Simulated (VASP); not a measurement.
# Zn (Im-3m) in VASP: a series of runs

The runs below take Zn through single point, relaxation of cell and atoms, with PBE.

Program: VASP 6.6.1. These are calculated values, not measurements. Logs are shortened: lines on timing, memory, paths and dates and some standing lists are left out, and cuts for length are marked.

**1. The cell of the first run**

Symmetry: Im-3m, No. 229, cubic system. Conventional cell: a = 3.190 Å, b = 3.190 Å, c = 3.190 Å, α = 90.00°, β = 90.00°, γ = 90.00°. Within 3.6 Å of Zn (site symmetry m-3m) lie 14 Zn at 2.76 to 3.19 Å.

**2. Single point, PBE**

The input, INCAR:

```
SYSTEM = Zn
PREC     = Accurate       ! precision mode
ENCUT    = 520            ! plane-wave cutoff, eV
EDIFF    = 1E-6           ! SCF threshold, eV
ISMEAR   = 0              ! smearing method
SIGMA    = 0.1            ! smearing width, eV
LREAL    = .FALSE.        ! projectors in reciprocal space
LASPH    = .TRUE.         ! aspherical terms in the spheres
NELM     = 100            ! most SCF steps
ALGO     = Normal         ! electronic algorithm
ISIF     = 2              ! what is computed and relaxed
LWAVE    = .FALSE.        ! write WAVECAR
LCHARG   = .FALSE.        ! write CHGCAR
GGA      = PE             ! functional
NBANDS   = 12             ! bands
```

The input, KPOINTS:

```
regular mesh
0
G
  8 8 8
  0 0 0
```

The input, POSCAR:

```
Zn
1.0
   -1.5949620261      1.5949620261      1.5949620261
    1.5949620261     -1.5949620261      1.5949620261
    1.5949620261      1.5949620261     -1.5949620261
Zn
1
Direct
    0.0000000000      0.0000000000      0.0000000000
```

Potentials or basis: VASP PAW PBE potentials, release 64 (Zn).

The run is started by

```
> cat potpaw_PBE.64/Zn/POTCAR > POTCAR
> mpirun -np 1 vasp_std > vasp.out
```

OUTCAR:

```text
SYSTEM = Zn
   PREC = Accurate
   ENCUT = 520
   EDIFF = 1E-6
   ISMEAR = 0
   LREAL = .FALSE.
   LASPH = .TRUE.
   NELM = 100
   ISIF = 2
   GGA = PE

 ion  position               nearest neighbor table
   1  0.000  0.000  0.000-

  LATTYP: Found a body centered cubic cell.
 ALAT       =     3.1899240522

  Lattice vectors:

 A1 = (  -1.5949620261,   1.5949620261,   1.5949620261)
 A2 = (   1.5949620261,  -1.5949620261,   1.5949620261)
 A3 = (   1.5949620261,   1.5949620261,  -1.5949620261)

Analysis of symmetry for initial positions (statically):
=====================================================================
 Subroutine PRICEL returns:
 Original cell was already a primitive cell.

 Routine SETGRP: Setting up the symmetry group for a
 body centered cubic supercell.

 Subroutine GETGRP returns: Found 48 space group operations
 (whereof 48 operations were pure point group operations)
 out of a pool of 48 trial point group operations.

The static configuration has the point symmetry O_h .

Analysis of symmetry for dynamics (positions and initial velocities):
=====================================================================
 Subroutine PRICEL returns:
 Original cell was already a primitive cell.

 Routine SETGRP: Setting up the symmetry group for a
 body centered cubic supercell.

 Subroutine GETGRP returns: Found 48 space group operations
 (whereof 48 operations were pure point group operations)
 out of a pool of 48 trial point group operations.

The dynamic configuration has the point symmetry O_h .

 Subroutine INISYM returns: Found 48 space group operations
 (whereof 48 operations are pure point group operations),
 and found     1 'primitive' translations

----------------------------------------------------------------------------------------

                                     Primitive cell

  volume of cell :      16.2297

  direct lattice vectors                    reciprocal lattice vectors
    -1.594962026  1.594962026  1.594962026     0.000000000  0.313487087  0.313487087
     1.594962026 -1.594962026  1.594962026     0.313487087  0.000000000  0.313487087
     1.594962026  1.594962026 -1.594962026     0.313487087  0.313487087  0.000000000

  length of vectors
     2.762555265  2.762555265  2.762555265     0.443337691  0.443337691  0.443337691

  position of ions in fractional coordinates (direct lattice)
     0.000000000  0.000000000  0.000000000

  ion indices of the primitive-cell ions
   primitive index   ion index
                 1           1

----------------------------------------------------------------------------------------

 KPOINTS: regular mesh

Automatic generation of k-mesh.
 Grid dimensions read from file:
 generate k-points for:    8    8    8

 Generating k-lattice:

  Cartesian coordinates                     Fractional coordinates (reciprocal lattice)
     0.000000000  0.039185886  0.039185886     0.125000000  0.000000000  0.000000000
     0.039185886  0.000000000  0.039185886     0.000000000  0.125000000  0.000000000
     0.039185886  0.039185886  0.000000000     0.000000000  0.000000000  0.125000000

  Length of vectors
     0.055417211  0.055417211  0.055417211

  Shift w.r.t. Gamma in fractional coordinates (k-lattice)
     0.000000000  0.000000000  0.000000000

 Subroutine IBZKPT returns following result:
 ===========================================

 Found     29 irreducible k-points:

 Following reciprocal coordinates:
            Coordinates               Weight
  0.000000  0.000000  0.000000      1.000000
  0.125000  0.000000  0.000000     12.000000
  0.250000  0.000000  0.000000     12.000000
  0.375000  0.000000  0.000000     12.000000
  0.500000  0.000000  0.000000      6.000000
  0.125000  0.125000  0.000000     24.000000
[... 16 lines left out ...]
 -0.250000  0.250000  0.250000      6.000000
 -0.375000  0.375000  0.250000     24.000000
 [... further k-points ...]
   k-points           NKPTS =     29   k-points in BZ     NKDIM =     29   number of bands    NBANDS=     12
   number of dos      NEDOS =    301   number of ions     NIONS =      1
   total plane-waves  NPLWV =  13824
   dimension x,y,z NGX =    24 NGY =   24 NGZ =   24
   dimension x,y,z NGXF=    48 NGYF=   48 NGZF=   48
   ions per type =               1
   NGX,Y,Z   is equivalent  to a cutoff of  14.44, 14.44, 14.44 a.u.
   NGXF,Y,Z  is equivalent  to a cutoff of  28.89, 28.89, 28.89 a.u.
 SYSTEM =  Zn
   PREC   = accura    normal or accurate (medium, high low for compatibility)
   ISTART =      0    job   : 0-new  1-cont  2-samecut
   ICHARG =      2    charge: 1-file 2-atom 10-const
   ISPIN  =      1    spin polarized calculation?
   LNONCOLLINEAR =      F non collinear calculations
   LSORBIT =      F    spin-orbit coupling
   LASPH  =      T    aspherical Exc in radial PAW
   ENCUT  =  520.0 eV  38.22 Ry    6.18 a.u.   5.14  5.14  5.14*2*pi/ulx,y,z
   NELM   =    100;   NELMIN=  2; NELMDL= -5     # of ELM steps
   EDIFF  = 0.1E-05   stopping-criterion for ELM
   LREAL  =      F    real-space projection
   EDIFFG = 0.1E-04   stopping-criterion for IOM
   NSW    =      0    number of steps for IOM
   IBRION =     -1    ionic relax: 0-MD 1-quasi-New 2-CG
   NFREE  =      0    steps in history (QN), initial steepest desc. (CG)
   ISIF   =      2    stress and relaxation
   ISYM   =      2    0-nonsym 1-usesym 2-fastsym
   POTIM  = 0.5000    time-step for ionic-motion
   TEBEG  =    0.0;   TEEND  =   0.0 temperature during run
   PSTRESS=    0.0 pullay stress
   NELECT =      12.0000    total number of electrons
   NUPDOWN=      -1.0000    fix difference up-down
   EMIN   =  10.00;   EMAX   =-10.00  energy-range for DOS
   EFERMI =   0.00;   METHOD = LEGACY
   ISMEAR =     0;   SIGMA  =   0.10  broadening in eV -4-tet -1-fermi 0-gaus
   EFERMI_NEDOS =   21; number of points for ismear=-14 and -15
   IALGO  =     38    algorithm
   IMIX   =      4    mixing-type and parameters
     AMIX     =   0.40;   BMIX     =  1.00
     AMIX_MAG =   1.60;   BMIX_MAG =  1.00
  volume/ion in A,a.u.               =      16.23       109.52
  Fermi-wavevector in a.u.,A,eV,Ry     =   1.480352  2.797459 29.816366  2.191441
  Thomas-Fermi vector in A             =   2.594396
   LORBIT       =      0    0 simple, 1 ext, 2 COOP (PROOUT), +10 PAW based schemes
   GGA     = PE    functional components
   LHFCALC =     F    Hartree Fock is set to
   AEXX    =    0.0000 exact exchange contribution
   IVDW    =     0    specifies the selected vdW correction
   LEPSILON=     F    determine dielectric tensor
   LRPA    =     F    only Hartree local field effects (RPA)
 non-spin polarized calculation
 Gauss-broadening in eV      SIGMA  =   0.10
  energy-cutoff  :      520.00
  volume of cell :       16.23
 maximum number of plane-waves:       466
 NGX is ok and might be reduce to    24
   NGX = 11   NGY = 11   NGZ = 11

 number of electron      12.0000012 magnetization

 Free energy of the ion-electron system (eV)
  ---------------------------------------------------
  ext. energy  EPLUGINS =         0.00000000
  ---------------------------------------------------
  free energy    TOTEN  =        -1.00054421 eV

  energy without entropy =       -0.99834087  energy(sigma->0) =       -0.99944254

 E-fermi :   2.5920     XC(G=0): -11.2332

 val. band max:        2.3231417006   @ k =  -0.3750   0.5000   0.2500
 cond. band min:       2.6657426737   @ k =   0.5000   0.5000   0.2500
 fundamental gap:      0.3426009731
 Fermi energy:         2.5920205151

 k-point     1 :       0.0000    0.0000    0.0000
  band No.  band energies     occupation
      1      -7.2071      2.00000
      2      -4.8951      2.00000
      3      -4.8951      2.00000
      4      -4.8951      2.00000
      5      -4.4410      2.00000
      6      -4.4410      2.00000
      7      20.9107      0.00000
      8      20.9107      0.00000
      9      20.9107      0.00000
     10      23.0285      0.00000
     11      23.0285      0.00000
     12      23.0285      0.00000

 k-point     2 :       0.1250    0.0000    0.0000
  band No.  band energies     occupation
      1      -6.7381      2.00000
      2      -4.9350      2.00000
      3      -4.8812      2.00000
      4      -4.7925      2.00000
      5      -4.4742      2.00000
      6      -4.4385      2.00000
      7      16.3685      0.00000
      8      18.6331      0.00000
      9      19.3328      0.00000
     10      20.8666      0.00000
     11      21.0569      0.00000
     12      22.8680      0.00000

 k-point     3 :       0.2500    0.0000    0.0000
  band No.  band energies     occupation
      1      -5.6471      2.00000
      2      -5.0307      2.00000
      3      -4.5767      2.00000
      4      -4.5342      2.00000
      5      -4.4969      2.00000
      6      -4.4302      2.00000
      7      10.5027      0.00000
      8      15.9941      0.00000
      9      17.0658      0.00000
     10      19.0218      0.00000
     11      19.8044      0.00000
     12      24.3381      0.00000

 k-point     4 :       0.3750    0.0000    0.0000
  band No.  band energies     occupation
      1      -5.4245      2.00000
      2      -5.1257      2.00000
      3      -4.4828      2.00000
      4      -4.4190      2.00000
      5      -4.2587      2.00000
      6      -2.4778      2.00000
      7       5.3631      0.00000
      8      14.2347      0.00000
      9      15.5761      0.00000
     10      17.9478      0.00000
     11      19.0686      0.00000
     12      26.8389      0.00000

 k-point     5 :       0.5000    0.0000    0.0000
  band No.  band energies     occupation
      1      -5.4593      2.00000
      2      -5.1649      2.00000
      3      -4.4653      2.00000
      4      -4.4134      2.00000
      5      -4.1389      2.00000
      6       0.2960      2.00000
      7       1.6575      2.00000
      8      13.6153      0.00000
      9      15.0646      0.00000
     10      17.5972      0.00000
     11      18.8349      0.00000
     12      29.3788      0.00000
[... 228 lines left out ...]
      1      -5.0183      2.00000
      2      -4.9789      2.00000
      3      -4.9789      2.00000
      4      -4.3514      2.00000
      5      -4.3514      2.00000
      6       3.8255      0.00000
      7       3.8255      0.00000
      8       3.8381      0.00000
      9      16.8961      0.00000
     10      19.1772      0.00000
     11      19.1772      0.00000
     12      21.3817      0.00000

 k-point    22 :       0.2500    0.2500    0.2500
  band No.  band energies     occupation
      1      -4.9803      2.00000
      2      -4.9803      2.00000
      3      -4.9803      2.00000
      4      -4.4061      2.00000
      5      -4.4061      2.00000
      6       4.3897      0.00000
      7       5.0028      0.00000
      8       5.0028      0.00000
      9       5.0028      0.00000
     10      33.3583      0.00000
     11      33.3584      0.00000
     12      33.3645      0.00000

 k-point    23 :      -0.2500    0.2500    0.2500
  band No.  band energies     occupation
      1      -4.9986      2.00000
      2      -4.8836      2.00000
      3      -4.7097      2.00000
      4      -4.7097      2.00000
      5      -4.5481      2.00000
      6      -2.8495      2.00000
      7      11.3600      0.00000
      8      11.3600      0.00000
      9      12.9242      0.00000
     10      13.9922      0.00000
     11      26.5104      0.00000
     12      26.5104      0.00000

 k-point    24 :      -0.3750    0.3750    0.2500
  band No.  band energies     occupation
      1      -5.1048      2.00000
      2      -4.9919      2.00000
      3      -4.7068      2.00000
      4      -4.5691      2.00000
      5      -4.3049      2.00000
      6      -0.5189      2.00000
      7       7.0522      0.00000
      8       9.7295      0.00000
      9      12.2565      0.00000
     10      15.0192      0.00000
     11      22.1859      0.00000
     12      25.5220      0.00000

 [... further k-points ...]
[... 5 lines left out ...]
  --------------------------------------------------------------------------------------
  -------------------------------------------------------------------------------------
  Total       -0.3459091     -0.3459091     -0.3459091     -0.0000000     -0.0000000     -0.0000000
  in kB      -34.1477065    -34.1477065    -34.1477065     -0.0000000     -0.0000000     -0.0000000
  external PRESSURE =     -34.1477065 kB  Pullay stress =       0.0000000 kB

 VOLUME and BASIS-vectors are now :
 -----------------------------------------------------------------------------
  energy-cutoff  :      520.00
  volume of cell :       16.23
      direct lattice vectors                 reciprocal lattice vectors
    -1.594962026  1.594962026  1.594962026     0.000000000  0.313487087  0.313487087
     1.594962026 -1.594962026  1.594962026     0.313487087  0.000000000  0.313487087
     1.594962026  1.594962026 -1.594962026     0.313487087  0.313487087  0.000000000

 POSITION                                       TOTAL-FORCE (eV/Angst)
 -----------------------------------------------------------------------------------
      0.00000      0.00000      0.00000        -0.000000      0.000000      0.000000
 -----------------------------------------------------------------------------------
    total drift:                                0.000000      0.000000      0.000000

  FREE ENERGIE OF THE ION-ELECTRON SYSTEM (eV)
  ---------------------------------------------------
  free  energy   TOTEN  =        -1.0005442147 eV

  energy  without entropy=       -0.9983408718  energy(sigma->0) =       -0.99944254
```

Wall time 4.2 s (1 thread of Intel Xeon Platinum 8259CL at 2.50GHz (Skylake/Cascade Lake), shared host); peak memory 0.13 GiB.

Results:

| Item | Value |
| --- | --- |
| Free energy | -1.0005 eV |
| Pressure | -3.4 GPa |
| Band gap on the k mesh | zero (band 6 reaches 6.84 eV, above the bottom of band 7 at 1.66 eV) |

**3. Single point, PBE**

This run uses another cell than the first one, of 15.36 Å³/atom, 0.946 times its volume.

The input, INCAR:

```
SYSTEM = Zn
ALGO     = Normal         ! electronic algorithm
EDIFF    = 1E-6           ! SCF threshold, eV
ENCUT    = 500            ! plane-wave cutoff, eV
GGA      = PE             ! functional
GGA_COMPAT= .FALSE.      
ISIF     = 2              ! what is computed and relaxed
ISMEAR   = 0              ! smearing method
LASPH    = .TRUE.         ! aspherical terms in the spheres
LCHARG   = .FALSE.        ! write CHGCAR
LREAL    = .FALSE.        ! projectors in reciprocal space
LWAVE    = .FALSE.        ! write WAVECAR
NBANDS   = 12             ! bands
NELM     = 120            ! most SCF steps
PREC     = Accurate       ! precision mode
SIGMA    = 0.1            ! smearing width, eV
```

The input, KPOINTS:

```
k-points
0
G
  18 18 18
  0 0 0
```

The input, POSCAR:

```
Zn
1.0
   -1.5659910306      1.5659910306      1.5659910306
    1.5659910306     -1.5659910306      1.5659910306
    1.5659910306      1.5659910306     -1.5659910306
Zn
1
Direct
    0.0000000000      0.0000000000      0.0000000000
```

Potentials or basis: VASP PAW PBE potentials, release 64 (Zn).

The run is started by

```
> cat potpaw_PBE.64/Zn/POTCAR > POTCAR
> mpirun -np 1 vasp_std > vasp.out
```

Run time: 30 s. Hardware: 1 thread of Intel Xeon 8259CL, shared host; peak memory 0.14 GiB.

Results (log left out):

* Free energy: -1.0232 eV
* Pressure: 0.3 GPa
* Band gap on the k mesh: zero (band 6 reaches 7.32 eV, above the bottom of band 7 at 2.14 eV)

Levels at points of the mesh, in eV from the Fermi level:
| k point | band 2 | band 3 | band 4 | band 5 | band 6 | band 7 | band 8 | band 9 | band 10 | band 11 |
| --- | --- | --- | --- | --- | --- | --- | --- | --- | --- | --- |
| (0.00, 0.00, 0.00) | -7.76 | -7.76 | -7.76 | -7.26 | -7.26 | 19.07 | 19.07 | 19.07 | 20.77 | 20.77 |
| (0.50, 0.00, 0.00) | -8.06 | -7.28 | -7.23 | -6.92 | -2.66 | -0.97 | 11.33 | 12.71 | 15.32 | 16.77 |
| (0.50, 0.50, 0.50) | -8.31 | -7.00 | -7.00 | -7.00 | 4.20 | 4.20 | 4.20 | 7.52 | 8.57 | 8.57 |

**4. Relaxation of cell and atoms, PBE**

The input, INCAR:

```
  ALGO = Normal
  EDIFF = 1E-7
  EDIFFG = -0.005
  ENCUT = 500
  GGA = PE
  GGA_COMPAT = False
  IBRION = 2
  ISIF = 3
  ISMEAR = 0
  LASPH = True
  LCHARG = False
  LREAL = False
  LWAVE = False
  NELM = 120
  NELMIN = 4
  NSW = 100
  PREC = Accurate
  SIGMA = 0.1
```

The input, KPOINTS:

```
k-points
0
Gamma
  18 18 18
```

The input, POSCAR:

```
Zn
1.0
   -1.5949620261      1.5949620261      1.5949620261
    1.5949620261     -1.5949620261      1.5949620261
    1.5949620261      1.5949620261     -1.5949620261
Zn
1
Direct
    0.0000000000      0.0000000000      0.0000000000
```

The run is started by

```
> cat potpaw_PBE.64/Zn/POTCAR > POTCAR
> mpirun -np 1 vasp_std > vasp.out
```

Run time: 79 s. Hardware: 1 thread of Intel Xeon 8259CL, shared host; peak memory 0.15 GiB.

It converged, with:

```yaml
Free_energy: -1.0233 eV
Relaxed_volume: 15.43 Å³/atom
Relaxed_cell: a = 2.716 Å, b = 2.716 Å, c = 2.716 Å, α = 109.47°, β = 109.47°, γ = 109.47°
Space_group_after_relaxing_to_0.05_Å: Im-3m (No. 229)
Energy_gained_by_relaxing: 7.7 meV/atom
Ionic_steps: 3
Pressure_after_relaxing: 0.0 GPa
Band_gap_on_the_k_mesh: zero (band 6 reaches 7.28 eV, above the bottom of band 7 at 2.10 eV)
```

Step by step:
| step | energy change (eV) | largest force (eV/Å) | pressure (GPa) | volume (Å³) |
| --- | --- | --- | --- | --- |
| 1 | 0.0000 | 0.0000 | -2.89 | 16.23 |
| 2 | -0.0075 | 0.0000 | -0.52 | 15.55 |
| 3 | -0.0077 | 0.0000 | -0.01 | 15.43 |

Final structure:
```
CELL_PARAMETERS angstrom
-1.56835 1.56835 1.56835
1.56835 -1.56835 1.56835
1.56835 1.56835 -1.56835
ATOMIC_POSITIONS crystal
Zn 0.00000 0.00000 0.00000
```

Levels at points of the mesh, in eV from the Fermi level:
```csv
k point,band 4,band 5,band 6,band 7,band 8,band 9
"(0.00, 0.00, 0.00)",-7.74,-7.25,-7.25,19.00,19.00,19.00
"(0.50, 0.00, 0.00)",-7.21,-6.91,-2.63,-0.98,11.30,12.68
"(0.50, 0.50, 0.50)",-6.99,-6.99,4.20,4.20,4.20,7.47
```

**5. Overview**

| task | cell | k mesh | cutoff (eV) | gap on the mesh (eV) | pressure (GPa) |
| --- | --- | --- | --- | --- | --- |
| single point | a = 2.763 Å, angles 109.5°, 1 atom | 8 × 8 × 8 | 520 | none | -3.4 |
| single point | a = 2.712 Å, angles 109.5°, 1 atom | 18 × 18 × 18 | 500 | none | 0.3 |
| relaxation of cell and atoms | relaxed from a = 2.763 Å, angles 109.5°, 1 atom | 18 × 18 × 18 | 500 | none | 0.0 |

Alike in all rows: level PBE; potentials or basis VASP PAW PBE potentials, release 64 (Zn); no spin polarisation; smearing gaussian 0.1 eV.

Total energies depend on the potentials used, so only differences within one code and one set of settings carry meaning.
